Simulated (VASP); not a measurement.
# Sb (R-3m) in VASP: further runs

Runs on Sb. Level: PBEsol. Tasks: single point.

All numbers are computed with VASP 6.6.1; they aren't measurements. Logs are shortened: lines on timing, memory, paths and dates and some standing lists are left out, and cuts for length are marked.

## (1) The cell of the first run

Symmetry: R-3m, No. 166, trigonal system. The conventional cell has a = 5.298 Å, b = 5.298 Å, c = 3.894 Å, α = 90.00°, β = 90.00°, γ = 120.00°. Sb (site symmetry -3m) has 14 Sb at 3.32 to 4.01 Å within 4.4 Å.

## (2) Single point, PBEsol

INCAR reads:

```
PREC = Accurate ; ENCUT = 520
EDIFF = 1E-6 ; ISMEAR = 0
SIGMA = 0.15 ; LREAL = F
LASPH = T ; NELM = 100
ALGO = Normal ; ISIF = 2
LWAVE = F ; LCHARG = F
GGA = PS ; NBANDS = 8
```

KPOINTS reads:

```
Automatic mesh
0
Gamma
  16 16 16
```

POSCAR reads:

```
Sb
1.0
    3.2470483766     -0.4995459041     -0.4995459041
   -0.4995459041      3.2470483766     -0.4995459041
   -0.4995459041     -0.4995459041      3.2470483766
Sb
1
Direct
    0.0000000000      0.0000000000      0.0000000000
```

Potentials or basis: VASP PAW PBE potentials, release 64 (Sb).

Run with:

```sh
cat potpaw_PBE.64/Sb/POTCAR > POTCAR
mpirun -np 1 vasp_std > vasp.out
```

OUTCAR:

```text
PREC = Accurate
   ENCUT = 520
   EDIFF = 1E-6
   ISMEAR = 0
   LREAL = F
   LASPH = T
   NELM = 100
   ISIF = 2
   GGA = PS

 ion  position               nearest neighbor table
   1  0.000  0.000  0.000-

  LATTYP: Found a trigonal (rhomboedric) cell.
 ALAT       =     3.3230129974
 COS(alpha) =    -0.2711864407

  Lattice vectors:

 A1 = (   3.2470483766,  -0.4995459041,  -0.4995459041)
 A2 = (  -0.4995459041,   3.2470483766,  -0.4995459041)
 A3 = (  -0.4995459041,  -0.4995459041,   3.2470483766)

Analysis of symmetry for initial positions (statically):
=====================================================================
 Subroutine PRICEL returns:
 Original cell was already a primitive cell.

 Routine SETGRP: Setting up the symmetry group for a
 trigonal (rhombohedral) supercell.

 Subroutine GETGRP returns: Found 12 space group operations
 (whereof 12 operations were pure point group operations)
 out of a pool of 12 trial point group operations.

The static configuration has the point symmetry D_3d.

Analysis of symmetry for dynamics (positions and initial velocities):
=====================================================================
 Subroutine PRICEL returns:
 Original cell was already a primitive cell.

 Routine SETGRP: Setting up the symmetry group for a
 trigonal (rhombohedral) supercell.

 Subroutine GETGRP returns: Found 12 space group operations
 (whereof 12 operations were pure point group operations)
 out of a pool of 12 trial point group operations.

The dynamic configuration has the point symmetry D_3d.

 Subroutine INISYM returns: Found 12 space group operations
 (whereof 12 operations are pure point group operations),
 and found     1 'primitive' translations

----------------------------------------------------------------------------------------

                                     Primitive cell

  volume of cell :      31.5545

  direct lattice vectors                    reciprocal lattice vectors
     3.247048377 -0.499545904 -0.499545904     0.326222198  0.059313127  0.059313127
    -0.499545904  3.247048377 -0.499545904     0.059313127  0.326222198  0.059313127
    -0.499545904 -0.499545904  3.247048377     0.059313127  0.059313127  0.326222198

  length of vectors
     3.323012997  3.323012997  3.323012997     0.336833812  0.336833812  0.336833812

  position of ions in fractional coordinates (direct lattice)
     0.000000000  0.000000000  0.000000000

[... 77 lines left out ...]
   EDIFFG = 0.1E-04   stopping-criterion for IOM
   NSW    =      0    number of steps for IOM
   IBRION =     -1    ionic relax: 0-MD 1-quasi-New 2-CG
   NFREE  =      0    steps in history (QN), initial steepest desc. (CG)
   ISIF   =      2    stress and relaxation
   ISYM   =      2    0-nonsym 1-usesym 2-fastsym
   POTIM  = 0.5000    time-step for ionic-motion
   TEBEG  =    0.0;   TEEND  =   0.0 temperature during run
   PSTRESS=    0.0 pullay stress
   NELECT =       5.0000    total number of electrons
   NUPDOWN=      -1.0000    fix difference up-down
   EMIN   =  10.00;   EMAX   =-10.00  energy-range for DOS
   EFERMI =   0.00;   METHOD = LEGACY
   ISMEAR =     0;   SIGMA  =   0.15  broadening in eV -4-tet -1-fermi 0-gaus
   EFERMI_NEDOS =   21; number of points for ismear=-14 and -15
   IALGO  =     38    algorithm
   IMIX   =      4    mixing-type and parameters
     AMIX     =   0.40;   BMIX     =  1.00
     AMIX_MAG =   1.60;   BMIX_MAG =  1.00
  volume/ion in A,a.u.               =      31.55       212.94
  Fermi-wavevector in a.u.,A,eV,Ry     =   0.885886  1.674081 10.677766  0.784794
  Thomas-Fermi vector in A             =   2.006979
   LORBIT       =      0    0 simple, 1 ext, 2 COOP (PROOUT), +10 PAW based schemes
   GGA     = PS    functional components
   LHFCALC =     F    Hartree Fock is set to
   AEXX    =    0.0000 exact exchange contribution
   IVDW    =     0    specifies the selected vdW correction
   LEPSILON=     F    determine dielectric tensor
   LRPA    =     F    only Hartree local field effects (RPA)
 non-spin polarized calculation
 Gauss-broadening in eV      SIGMA  =   0.15
  energy-cutoff  :      520.00
  volume of cell :       31.55
 maximum number of plane-waves:       863
 NGX is ok and might be reduce to    28

 number of electron       5.0000000 magnetization

 Free energy of the ion-electron system (eV)
  ---------------------------------------------------
  ext. energy  EPLUGINS =         0.00000000
  ---------------------------------------------------
  free energy    TOTEN  =        -4.21661316 eV

  energy without entropy =       -4.20555399  energy(sigma->0) =       -4.21108357

 E-fermi :   6.2633     XC(G=0):  -9.6373

 val. band max:        6.2625941721   @ k =  -0.1875  -0.2500   0.0625
 cond. band min:       6.2725016834   @ k =   0.2500   0.1250   0.1250
 fundamental gap:      0.0099075113
 Fermi energy:         6.2632858153

 k-point     1 :       0.0000    0.0000    0.0000
  band No.  band energies     occupation
      1      -5.4235      2.00000
      2       9.5159      0.00000
      3      10.9255      0.00000
      4      10.9255      0.00000
      5      15.1050      0.00000
      6      15.1050      0.00000
      7      15.2467      0.00000
      8      18.3649      0.00000
[... 243 lines left out ...]
 k-point    24 :      -0.0625    0.0625    0.0000
  band No.  band energies     occupation
      1      -5.3437      2.00000
      2       9.3542      0.00000
      3      10.4436      0.00000
      4      10.8103      0.00000
      5      15.1794      0.00000
      6      15.4083      0.00000
      7      15.4977      0.00000
      8      17.2176      0.00000

 [... further k-points ...]

------------------------ aborting loop because EDIFF is reached ----------------------------------------

  FORCE on cell =-STRESS in cart. coord.  units (eV):
  Direction    XX          YY          ZZ          XY          YZ          ZX
  --------------------------------------------------------------------------------------
  -------------------------------------------------------------------------------------
  Total       -1.5257285     -1.5257285     -1.5257285      0.2043890      0.2043890      0.2043890
  in kB      -77.4687595    -77.4687595    -77.4687595     10.3778351     10.3778351     10.3778351
  external PRESSURE =     -77.4687595 kB  Pullay stress =       0.0000000 kB

 VOLUME and BASIS-vectors are now :
 -----------------------------------------------------------------------------
  energy-cutoff  :      520.00
  volume of cell :       31.55
      direct lattice vectors                 reciprocal lattice vectors
     3.247048377 -0.499545904 -0.499545904     0.326222198  0.059313127  0.059313127
    -0.499545904  3.247048377 -0.499545904     0.059313127  0.326222198  0.059313127
    -0.499545904 -0.499545904  3.247048377     0.059313127  0.059313127  0.326222198

 POSITION                                       TOTAL-FORCE (eV/Angst)
 -----------------------------------------------------------------------------------
      0.00000      0.00000      0.00000        -0.000000     -0.000000      0.000000
 -----------------------------------------------------------------------------------
    total drift:                               -0.000000     -0.000000      0.000000

  FREE ENERGIE OF THE ION-ELECTRON SYSTEM (eV)
  ---------------------------------------------------
  free  energy   TOTEN  =        -4.2166131584 eV

  energy  without entropy=       -4.2055539903  energy(sigma->0) =       -4.21108357
```

It took 37 s on 1 thread of AMD EPYC 9R45 (Zen 5), shared host; peak memory 0.2 GiB.

What came out:

```yaml
Free_energy: -4.2166 eV
Pressure: -7.7 GPa
```

Caveat: the PAW data sets were made with another functional, which shifts forces and pressure a little; spin-orbit coupling is left out, which moves the levels of the heavy elements.

## (3) Single point, PBEsol

This run uses another cell than the first one, of the same volume but with other edges.

INCAR reads:

```
SYSTEM = Sb
ALGO = Normal ; EDIFF = 1E-6
ENCUT = 520 ; GGA = PS
ISIF = 2 ; ISMEAR = 0
LASPH = .TRUE. ; LCHARG = .FALSE.
LREAL = .FALSE. ; LWAVE = .FALSE.
NBANDS = 8 ; NELM = 80
PREC = Accurate ; SIGMA = 0.15
```

KPOINTS reads:

```
k-points
0
G
  16 16 16
  0 0 0
```

POSCAR reads:

```
Sb
1.0
    3.1691129103     -0.1667954163     -0.1667954163
   -0.1667954163      3.1691129103     -0.1667954163
   -0.1667954163     -0.1667954163      3.1691129103
Sb
1
Direct
    0.0000000000      0.0000000000      0.0000000000
```

Potentials or basis: VASP PAW PBE potentials, release 64 (Sb).

Run with:

```sh
cat potpaw_PBE.64/Sb/POTCAR > POTCAR
mpirun -np 1 vasp_std > vasp.out
```

OUTCAR:

```text
SYSTEM = Sb
   EDIFF = 1E-6
   ENCUT = 520
   GGA = PS
   ISIF = 2
   ISMEAR = 0
   LASPH = .TRUE.
   LREAL = .FALSE.
   NELM = 80
   PREC = Accurate

 ion  position               nearest neighbor table
   1  0.000  0.000  0.000-

  LATTYP: Found a trigonal (rhomboedric) cell.
 ALAT       =     3.1778794911
 COS(alpha) =    -0.1019283746

  Lattice vectors:

 A1 = (   3.1691129103,  -0.1667954163,  -0.1667954163)
[... 443 lines left out ...]
      7      14.7243      0.00000
      8      20.5753      0.00000

 [... further k-points ...]

------------------------ aborting loop because EDIFF is reached ----------------------------------------

  FORCE on cell =-STRESS in cart. coord.  units (eV):
  Direction    XX          YY          ZZ          XY          YZ          ZX
  --------------------------------------------------------------------------------------
  -------------------------------------------------------------------------------------
  Total       -1.0343791     -1.0343791     -1.0343791      0.2256346      0.2256346      0.2256346
  in kB      -52.5205247    -52.5205247    -52.5205247     11.4565826     11.4565826     11.4565826
  external PRESSURE =     -52.5205247 kB  Pullay stress =       0.0000000 kB

 VOLUME and BASIS-vectors are now :
 -----------------------------------------------------------------------------
  energy-cutoff  :      520.00
  volume of cell :       31.55
      direct lattice vectors                 reciprocal lattice vectors
     3.169112910 -0.166795416 -0.166795416     0.317401867  0.017633437  0.017633437
    -0.166795416  3.169112910 -0.166795416     0.017633437  0.317401867  0.017633437
    -0.166795416 -0.166795416  3.169112910     0.017633437  0.017633437  0.317401867

 POSITION                                       TOTAL-FORCE (eV/Angst)
 -----------------------------------------------------------------------------------
      0.00000      0.00000      0.00000         0.000000      0.000000      0.000000
 -----------------------------------------------------------------------------------
    total drift:                               -0.000000     -0.000000      0.000000

  FREE ENERGIE OF THE ION-ELECTRON SYSTEM (eV)
  ---------------------------------------------------
  free  energy   TOTEN  =        -4.4472611209 eV

  energy  without entropy=       -4.4400648885  energy(sigma->0) =       -4.44366300
```

OSZICAR:

```text
N       E                     dE             d eps       ncg     rms          rms(c)
DAV:   1     0.471721930292E+01    0.47172E+01   -0.16108E+03  6712   0.403E+02
DAV:   2    -0.433658525872E+01   -0.90538E+01   -0.87312E+01  9592   0.515E+01
DAV:   3    -0.444859851647E+01   -0.11201E+00   -0.11180E+00  7848   0.649E+00
DAV:   4    -0.444908441306E+01   -0.48590E-03   -0.48589E-03 10256   0.518E-01
DAV:   5    -0.444908602804E+01   -0.16150E-05   -0.16145E-05  8336   0.187E-02    0.162E+00
DAV:   6    -0.444794118564E+01    0.11448E-02   -0.11673E-03  8472   0.174E-01    0.939E-01
DAV:   7    -0.444725901855E+01    0.68217E-03   -0.24867E-03  7648   0.252E-01    0.610E-02
DAV:   8    -0.444726063305E+01   -0.16145E-05   -0.56994E-05  8400   0.512E-02    0.573E-03
DAV:   9    -0.444726112094E+01   -0.48789E-06   -0.77338E-07  9776   0.689E-03
   1 F= -.44472611E+01 E0= -.44436630E+01  d E =-.719623E-02
```

Wall time 24 s (1 thread of AMD EPYC 9R45 (Zen 5), shared host); peak memory 0.19 GiB.

What came out:

```yaml
Free_energy: -4.4473 eV
Pressure: -5.3 GPa
```

Stress tensor (GPa, compression positive):
```
-5.25  1.15  1.15
 1.15 -5.25  1.15
 1.15  1.15 -5.25
```

Levels at points of the mesh, in eV from the Fermi level:
| k point | band 1 | band 2 | band 3 | band 4 | band 5 | band 6 | band 7 |
| --- | --- | --- | --- | --- | --- | --- | --- |
| (0.00, 0.00, 0.00) | -11.91 | 2.81 | 3.52 | 3.52 | 7.12 | 7.12 | 7.94 |
| (0.50, 0.00, 0.00) | -9.65 | -5.13 | 4.44 | 4.96 | 8.53 | 9.66 | 11.05 |
| (0.50, 0.50, 0.00) | -7.42 | -3.76 | -2.53 | 2.53 | 6.26 | 11.23 | 12.71 |
| (0.50, 0.50, 0.50) | -5.04 | -1.90 | -1.90 | -0.46 | 4.33 | 4.33 | 6.80 |

Caveat: the PAW data sets were made with another functional, which shifts forces and pressure a little; spin-orbit coupling is left out, which moves the levels of the heavy elements.
